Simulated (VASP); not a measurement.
# SiHg (P4/mmm) in VASP: a series of runs

Runs on SiHg. Level: PBE. Tasks: single point.

All numbers are computed with VASP 6.6.1; they aren't measurements. Logs are shortened: lines on timing, memory, paths and dates and some standing lists are left out, and cuts for length are marked.

## (1) The cell of the first run

Symmetry: P4/mmm, No. 123, tetragonal system. Conventional cell: a = 4.197 Å, b = 4.197 Å, c = 2.968 Å, α = 90.00°, β = 90.00°, γ = 90.00°. Within 3.9 Å of Si (site symmetry 4/mmm) lie 4 Hg at 2.97 Å and 2 Si at 2.97 Å. Hg (site symmetry 4/mmm) has 4 Si at 2.97 Å and 2 Hg at 2.97 Å within 3.9 Å.

## (2) Single point, PBE

The input, INCAR:

```
ALGO = Normal
EDIFF = 1E-6
ENCUT = 520
GGA = PE
ISIF = 2
ISMEAR = 0
LASPH = True
LCHARG = True
LELF = True
LREAL = False
LVHAR = True
LWAVE = False
NBANDS = 15
NELM = 80
PREC = Accurate
SIGMA = 0.1
```

The input, KPOINTS:

```
k-points
0
Gamma
  4 4 6
```

The input, POSCAR:

```
SiHg
1.0
    4.1967454400      0.0000000000      0.0000000000
    0.0000000000      4.1967454400      0.0000000000
    0.0000000000      0.0000000000      2.9675471600
Si Hg
1 1
Direct
    0.0000000000      0.0000000000      0.0000000000
    0.5000000000      0.5000000000      0.0000000000
```

Potentials or basis: VASP PAW PBE potentials, release 64 (Si, Hg).

Run with:

```bash
$ cat potpaw_PBE.64/Si/POTCAR potpaw_PBE.64/Hg/POTCAR > POTCAR
$ mpirun -np 1 vasp_std > vasp.out
```

OUTCAR:

```text
EDIFF = 1E-6
   ENCUT = 520
   GGA = PE
   ISIF = 2
   ISMEAR = 0
   LASPH = True
   LREAL = False
   NELM = 80
   PREC = Accurate

 ion  position               nearest neighbor table
   1  0.000  0.000  0.000-   2 2.97   2 2.97   2 2.97   2 2.97
   2  0.500  0.500  0.000-   1 2.97   1 2.97   1 2.97   1 2.97

  LATTYP: Found a simple tetragonal cell.
 ALAT       =     4.1967454400
 C/A-ratio  =     0.7071067813

  Lattice vectors:

 A1 = (   4.1967454400,   0.0000000000,   0.0000000000)
 A2 = (   0.0000000000,   4.1967454400,   0.0000000000)
 A3 = (   0.0000000000,   0.0000000000,   2.9675471600)

Analysis of symmetry for initial positions (statically):
=====================================================================
 Subroutine PRICEL returns:
 Original cell was already a primitive cell.

 Routine SETGRP: Setting up the symmetry group for a
 simple tetragonal supercell.

 Subroutine GETGRP returns: Found 16 space group operations
 (whereof 16 operations were pure point group operations)
 out of a pool of 16 trial point group operations.

The static configuration has the point symmetry D_4h.

Analysis of symmetry for dynamics (positions and initial velocities):
=====================================================================
 Subroutine PRICEL returns:
 Original cell was already a primitive cell.

 Routine SETGRP: Setting up the symmetry group for a
 simple tetragonal supercell.

 Subroutine GETGRP returns: Found 16 space group operations
 (whereof 16 operations were pure point group operations)
 out of a pool of 16 trial point group operations.

The dynamic configuration has the point symmetry D_4h.

 Subroutine INISYM returns: Found 16 space group operations
 (whereof 16 operations are pure point group operations),
 and found     1 'primitive' translations

----------------------------------------------------------------------------------------

                                     Primitive cell

  volume of cell :      52.2664

  direct lattice vectors                    reciprocal lattice vectors
     4.196745440  0.000000000  0.000000000     0.238279880  0.000000000  0.000000000
     0.000000000  4.196745440  0.000000000     0.000000000  0.238279880  0.000000000
     0.000000000  0.000000000  2.967547160     0.000000000  0.000000000  0.336978638

  length of vectors
     4.196745440  4.196745440  2.967547160     0.238279880  0.238279880  0.336978638

  position of ions in fractional coordinates (direct lattice)
     0.000000000  0.000000000  0.000000000
     0.500000000  0.500000000  0.000000000

  ion indices of the primitive-cell ions
   primitive index   ion index
                 1           1
                 2           2

----------------------------------------------------------------------------------------

 KPOINTS: k-points

Automatic generation of k-mesh.
 Grid dimensions read from file:
 generate k-points for:    4    4    6

 Generating k-lattice:

  Cartesian coordinates                     Fractional coordinates (reciprocal lattice)
     0.059569970  0.000000000  0.000000000     0.250000000  0.000000000  0.000000000
     0.000000000  0.059569970  0.000000000     0.000000000  0.250000000  0.000000000
     0.000000000  0.000000000  0.056163106     0.000000000  0.000000000  0.166666667

  Length of vectors
     0.059569970  0.059569970  0.056163106

  Shift w.r.t. Gamma in fractional coordinates (k-lattice)
     0.000000000  0.000000000  0.000000000

 Subroutine IBZKPT returns following result:
 ===========================================

 Found     24 irreducible k-points:

 Following reciprocal coordinates:
            Coordinates               Weight
  0.000000  0.000000  0.000000      1.000000
  0.250000  0.000000  0.000000      4.000000
  0.500000  0.000000  0.000000      2.000000
  0.250000  0.250000  0.000000      4.000000
  0.500000  0.250000  0.000000      4.000000
  0.500000  0.500000  0.000000      1.000000
[... 16 lines left out ...]
  0.500000  0.250000  0.500000      4.000000
  0.500000  0.500000  0.500000      1.000000
   k-points           NKPTS =     24   k-points in BZ     NKDIM =     24   number of bands    NBANDS=     15
   number of dos      NEDOS =    301   number of ions     NIONS =      2
   total plane-waves  NPLWV =  24576
   dimension x,y,z NGX =    32 NGY =   32 NGZ =   24
   dimension x,y,z NGXF=    64 NGYF=   64 NGZF=   48
   ions per type =               1   1
   NGX,Y,Z   is equivalent  to a cutoff of  12.68, 12.68, 13.45 a.u.
   NGXF,Y,Z  is equivalent  to a cutoff of  25.35, 25.35, 26.89 a.u.
 SYSTEM =  unknown system
   PREC   = accura    normal or accurate (medium, high low for compatibility)
   ISTART =      0    job   : 0-new  1-cont  2-samecut
   ICHARG =      2    charge: 1-file 2-atom 10-const
   ISPIN  =      1    spin polarized calculation?
   LNONCOLLINEAR =      F non collinear calculations
   LSORBIT =      F    spin-orbit coupling
   LASPH  =      T    aspherical Exc in radial PAW
   ENCUT  =  520.0 eV  38.22 Ry    6.18 a.u.   7.80  7.80  5.52*2*pi/ulx,y,z
   NELM   =     80;   NELMIN=  2; NELMDL= -5     # of ELM steps
   EDIFF  = 0.1E-05   stopping-criterion for ELM
   LREAL  =      F    real-space projection
[... 7 lines left out ...]
   TEBEG  =    0.0;   TEEND  =   0.0 temperature during run
   PSTRESS=    0.0 pullay stress
   NELECT =      16.0000    total number of electrons
   NUPDOWN=      -1.0000    fix difference up-down
   EMIN   =  10.00;   EMAX   =-10.00  energy-range for DOS
   EFERMI =   0.00;   METHOD = LEGACY
   ISMEAR =     0;   SIGMA  =   0.10  broadening in eV -4-tet -1-fermi 0-gaus
   EFERMI_NEDOS =   21; number of points for ismear=-14 and -15
   IALGO  =     38    algorithm
   IMIX   =      4    mixing-type and parameters
     AMIX     =   0.40;   BMIX     =  1.00
     AMIX_MAG =   1.60;   BMIX_MAG =  1.00
  volume/ion in A,a.u.               =      26.13       176.36
  Fermi-wavevector in a.u.,A,eV,Ry     =   1.103334  2.085000 16.563012  1.217347
  Thomas-Fermi vector in A             =   2.239791
   LORBIT       =      0    0 simple, 1 ext, 2 COOP (PROOUT), +10 PAW based schemes
   GGA     = PE    functional components
   LHFCALC =     F    Hartree Fock is set to
   AEXX    =    0.0000 exact exchange contribution
   IVDW    =     0    specifies the selected vdW correction
   LEPSILON=     F    determine dielectric tensor
   LRPA    =     F    only Hartree local field effects (RPA)
 non-spin polarized calculation
 Gauss-broadening in eV      SIGMA  =   0.10
  energy-cutoff  :      520.00
  volume of cell :       52.27
 maximum number of plane-waves:      1422
 NGX is ok and might be reduce to    32
   NGX = 15   NGY = 15   NGZ = 11

 number of electron      15.9999998 magnetization

 Free energy of the ion-electron system (eV)
  ---------------------------------------------------
  ext. energy  EPLUGINS =         0.00000000
  ---------------------------------------------------
  free energy    TOTEN  =        -4.25703126 eV

  energy without entropy =       -4.24617014  energy(sigma->0) =       -4.25160070

 E-fermi :   2.6365     XC(G=0):  -9.5111

 val. band max:        2.5539045013   @ k =   0.5000   0.2500   0.3333
 cond. band min:       2.6580143794   @ k =   0.5000   0.5000   0.5000
 fundamental gap:      0.1041098781
 Fermi energy:         2.6364582898

 k-point     1 :       0.0000    0.0000    0.0000
  band No.  band energies     occupation
      1      -6.6489      2.00000
      2      -5.0311      2.00000
      3      -4.1137      2.00000
      4      -4.0013      2.00000
      5      -3.3286      2.00000
      6      -3.3286      2.00000
      7       0.8254      2.00000
      8       2.0992      2.00000
      9       2.0992      2.00000
     10       7.9441      0.00000
     11       8.6357      0.00000
     12      10.9212      0.00000
     13      10.9212      0.00000
     14      12.2621      0.00000
     15      13.5431      0.00000

 k-point     2 :       0.2500    0.0000    0.0000
  band No.  band energies     occupation
      1      -6.1594      2.00000
      2      -5.0243      2.00000
      3      -4.1299      2.00000
      4      -4.0598      2.00000
      5      -3.3484      2.00000
      6      -3.3261      2.00000
      7      -1.4968      2.00000
      8       2.8714      0.00089
      9       4.0404      0.00000
     10       7.9543      0.00000
     11       8.3815      0.00000
     12       8.9068      0.00000
     13      10.3516      0.00000
     14      12.4624      0.00000
     15      15.5280      0.00000

 k-point     3 :       0.5000    0.0000    0.0000
  band No.  band energies     occupation
      1      -5.2469      2.00000
      2      -5.0262      2.00000
      3      -4.2475      2.00000
      4      -4.2062      2.00000
      5      -3.3679      2.00000
      6      -3.3237      2.00000
      7      -3.0345      2.00000
      8       4.2316      0.00000
      9       5.5887      0.00000
     10       6.1829      0.00000
     11       6.1961      0.00000
     12       9.2301      0.00000
     13      12.1922      0.00000
     14      13.9124      0.00000
     15      14.4416      0.00000
[... 343 lines left out ...]
 k-point    23 :       0.5000    0.2500    0.5000
  band No.  band energies     occupation
      1      -4.4192      2.00000
      2      -4.4077      2.00000
      3      -4.2902      2.00000
      4      -3.7225      2.00000
      5      -3.2915      2.00000
      6      -1.6177      2.00000
      7       0.9528      2.00000
      8       1.1302      2.00000
      9       3.6978      0.00000
     10       3.9083      0.00000
     11       5.1497      0.00000
     12       8.5451      0.00000
     13       9.2812      0.00000
     14      11.8573      0.00000
     15      13.3415      0.00000

 k-point    24 :       0.5000    0.5000    0.5000
  band No.  band energies     occupation
      1      -4.6667      2.00000
      2      -4.3611      2.00000
      3      -4.3611      2.00000
      4      -3.5897      2.00000
      5      -3.1538      2.00000
      6      -0.5253      2.00000
      7       0.9556      2.00000
      8       2.1939      2.00000
      9       2.1939      2.00000
     10       2.6580      0.76048
     11       4.5449      0.00000
     12       7.7021      0.00000
     13       7.7021      0.00000
     14      15.2977      0.00000
     15      15.2977      0.00000

------------------------ aborting loop because EDIFF is reached ----------------------------------------

  FORCE on cell =-STRESS in cart. coord.  units (eV):
  Direction    XX          YY          ZZ          XY          YZ          ZX
  --------------------------------------------------------------------------------------
  -------------------------------------------------------------------------------------
  Total       -2.6969959     -2.6969959     -0.6288511      0.0000000      0.0000000      0.0000000
  in kB      -82.6738175    -82.6738175    -19.2768262      0.0000000      0.0000000      0.0000000
  external PRESSURE =     -61.5414871 kB  Pullay stress =       0.0000000 kB

 VOLUME and BASIS-vectors are now :
 -----------------------------------------------------------------------------
  energy-cutoff  :      520.00
  volume of cell :       52.27
      direct lattice vectors                 reciprocal lattice vectors
     4.196745440  0.000000000  0.000000000     0.238279880  0.000000000  0.000000000
     0.000000000  4.196745440  0.000000000     0.000000000  0.238279880  0.000000000
     0.000000000  0.000000000  2.967547160     0.000000000  0.000000000  0.336978638

 POSITION                                       TOTAL-FORCE (eV/Angst)
 -----------------------------------------------------------------------------------
      0.00000      0.00000      0.00000         0.000000      0.000000      0.000000
      2.09837      2.09837      0.00000         0.000000      0.000000      0.000000
 -----------------------------------------------------------------------------------
    total drift:                                0.000000     -0.000000     -0.000000

  FREE ENERGIE OF THE ION-ELECTRON SYSTEM (eV)
  ---------------------------------------------------
  free  energy   TOTEN  =        -4.2570312588 eV

  energy  without entropy=       -4.2461701366  energy(sigma->0) =       -4.25160070
```

Run time: 12 s. Hardware: 1 thread of AMD EPYC 7R43 (Zen 3), shared host; peak memory 0.13 GiB.

Results:

| Property | Result |
| --- | --- |
| Free energy | -4.2570 eV |
| Pressure | -6.2 GPa |
| Band gap on the k mesh | zero (band 8 reaches 4.54 eV, above the bottom of band 9 at -0.29 eV) |

Caveat: the k points lie up to 0.37 Å⁻¹ apart; spin-orbit coupling is left out, which moves the levels of the heavy elements.

## (3) Single point, PBE

This run uses another cell than the first one, of 21.45 Å³/atom, 0.821 times its volume.

The input, INCAR:

```
PREC = Accurate
ENCUT = 520
EDIFF = 1E-6
ISMEAR = 0
SIGMA = 0.1
LREAL = F
LASPH = T
NELM = 80
ALGO = Normal
ISIF = 2
LWAVE = F
LCHARG = F
GGA = PE
NBANDS = 15
```

The input, KPOINTS:

```
Automatic mesh
0
Gamma
  14 14 18
```

The input, POSCAR:

```
SiHg
1.0
    3.8952639728      0.0000000000      0.0000000000
    0.0000000000      3.8952639728      0.0000000000
    0.0000000000      0.0000000000      2.8279321467
Si Hg
1 1
Direct
    0.0000000000      0.0000000000      0.0000000000
    0.5000000000      0.5000000000      0.0000000000
```

Potentials or basis: VASP PAW PBE potentials, release 64 (Si, Hg).

Run with:

```bash
$ cat potpaw_PBE.64/Si/POTCAR potpaw_PBE.64/Hg/POTCAR > POTCAR
$ mpirun -np 1 vasp_std > vasp.out
```

OUTCAR:

```text
PREC = Accurate
   ENCUT = 520
   EDIFF = 1E-6
   ISMEAR = 0
   LREAL = F
   LASPH = T
   NELM = 80
   ISIF = 2
   GGA = PE

 ion  position               nearest neighbor table
   1  0.000  0.000  0.000-   2 2.75   2 2.75   2 2.75   2 2.75
   2  0.500  0.500  0.000-   1 2.75   1 2.75   1 2.75   1 2.75

  LATTYP: Found a simple tetragonal cell.
 ALAT       =     3.8952639728
 C/A-ratio  =     0.7259924273

  Lattice vectors:

 A1 = (   3.8952639728,   0.0000000000,   0.0000000000)
 A2 = (   0.0000000000,   3.8952639728,   0.0000000000)
 A3 = (   0.0000000000,   0.0000000000,   2.8279321467)

Analysis of symmetry for initial positions (statically):
=====================================================================
 Subroutine PRICEL returns:
 Original cell was already a primitive cell.

 Routine SETGRP: Setting up the symmetry group for a
 simple tetragonal supercell.

 Subroutine GETGRP returns: Found 16 space group operations
 (whereof 16 operations were pure point group operations)
 out of a pool of 16 trial point group operations.

[... 175 lines left out ...]
      4      -2.9469      2.00000
      5      -1.9790      2.00000
      6      -1.9790      2.00000
      7       3.3077      2.00000
      8       3.5066      2.00000
      9       3.5066      2.00000
     10       9.8948      0.00000
     11      10.8809      0.00000
     12      13.9843      0.00000
     13      13.9843      0.00000
     14      14.5422      0.00000
[... 401 lines left out ...]
      2      -4.2044      2.00000
      3      -3.2218      2.00000
      4      -2.8162      2.00000
      5      -2.0356      2.00000
      6      -1.9988      2.00000
      7      -0.7898      2.00000
      8       2.6107      2.00000
      9       5.8070      0.00000
     10      10.4614      0.00000
     11      11.7684      0.00000
     12      12.6738      0.00000
     13      14.6986      0.00000
     14      16.0056      0.00000
     15      17.5726      0.00000

 [... further k-points ...]

------------------------ aborting loop because EDIFF is reached ----------------------------------------

  FORCE on cell =-STRESS in cart. coord.  units (eV):
  Direction    XX          YY          ZZ          XY          YZ          ZX
  --------------------------------------------------------------------------------------
  -------------------------------------------------------------------------------------
  Total        0.0778028      0.0778028      0.1024144      0.0000000     -0.0000000     -0.0000000
  in kB        2.9051119      2.9051119      3.8240969      0.0000000     -0.0000000     -0.0000000
  external PRESSURE =       3.2114402 kB  Pullay stress =       0.0000000 kB

 VOLUME and BASIS-vectors are now :
 -----------------------------------------------------------------------------
  energy-cutoff  :      520.00
  volume of cell :       42.91
      direct lattice vectors                 reciprocal lattice vectors
     3.895263973  0.000000000  0.000000000     0.256722011  0.000000000  0.000000000
     0.000000000  3.895263973  0.000000000     0.000000000  0.256722011  0.000000000
     0.000000000  0.000000000  2.827932147     0.000000000  0.000000000  0.353615274

 POSITION                                       TOTAL-FORCE (eV/Angst)
 -----------------------------------------------------------------------------------
      0.00000      0.00000      0.00000         0.000000      0.000000      0.000000
      1.94763      1.94763      0.00000         0.000000      0.000000      0.000000
 -----------------------------------------------------------------------------------
    total drift:                                0.000000      0.000000      0.000000

  FREE ENERGIE OF THE ION-ELECTRON SYSTEM (eV)
  ---------------------------------------------------
  free  energy   TOTEN  =        -4.6014683808 eV

  energy  without entropy=       -4.5971156997  energy(sigma->0) =       -4.59929204
```

OSZICAR:

```text
N       E                     dE             d eps       ncg     rms          rms(c)
DAV:   1     0.847257927679E+02    0.84726E+02   -0.73461E+03 10856   0.945E+02
DAV:   2    -0.277414882321E+01   -0.87500E+02   -0.78082E+02 12746   0.222E+02
DAV:   3    -0.498358145169E+01   -0.22094E+01   -0.22018E+01 13439   0.354E+01
DAV:   4    -0.499066710435E+01   -0.70857E-02   -0.70845E-02 12851   0.215E+00
DAV:   5    -0.499071414796E+01   -0.47044E-04   -0.47043E-04 13593   0.178E-01    0.556E+00
DAV:   6    -0.461612574307E+01    0.37459E+00   -0.72113E-01 12515   0.119E+01    0.494E+00
DAV:   7    -0.460629650526E+01    0.98292E-02   -0.76339E-02 12522   0.200E+00    0.261E+00
DAV:   8    -0.460162043890E+01    0.46761E-02   -0.68415E-03 12662   0.886E-01    0.194E-01
DAV:   9    -0.460147087395E+01    0.14956E-03   -0.67079E-04 13397   0.316E-01    0.614E-02
DAV:  10    -0.460146649763E+01    0.43763E-05   -0.60546E-05 12256   0.793E-02    0.317E-02
DAV:  11    -0.460146755095E+01   -0.10533E-05   -0.55991E-06 13425   0.213E-02    0.958E-03
DAV:  12    -0.460146838082E+01   -0.82987E-06   -0.81661E-07  6640   0.800E-03
   1 F= -.46014684E+01 E0= -.45992920E+01  d E =-.435268E-02
```

stdout:

```text
POSCAR found type information on POSCAR SiHg
 POSCAR found :  2 types and       2 ions
 scaLAPACK will be used
 LDA part: xc-table for (Slater+PW92), standard interpolation
 POSCAR, INCAR and KPOINTS ok, starting setup
 FFT: planning ... GRIDC
 FFT: planning ... GRID_SOFT
 FFT: planning ... GRID
 WAVECAR not read
 entering main loop
```

It took 2.1 min on 1 thread of AMD EPYC 7R43 (Zen 3), shared host; peak memory 0.31 GiB.

What came out:

```
Free energy            : -4.6015 eV
Pressure               : 0.3 GPa
Band gap on the k mesh : zero (band 8 reaches 6.86 eV, above the bottom of band 9 at 0.45 eV)
```

Caveat: spin-orbit coupling is left out, which moves the levels of the heavy elements.
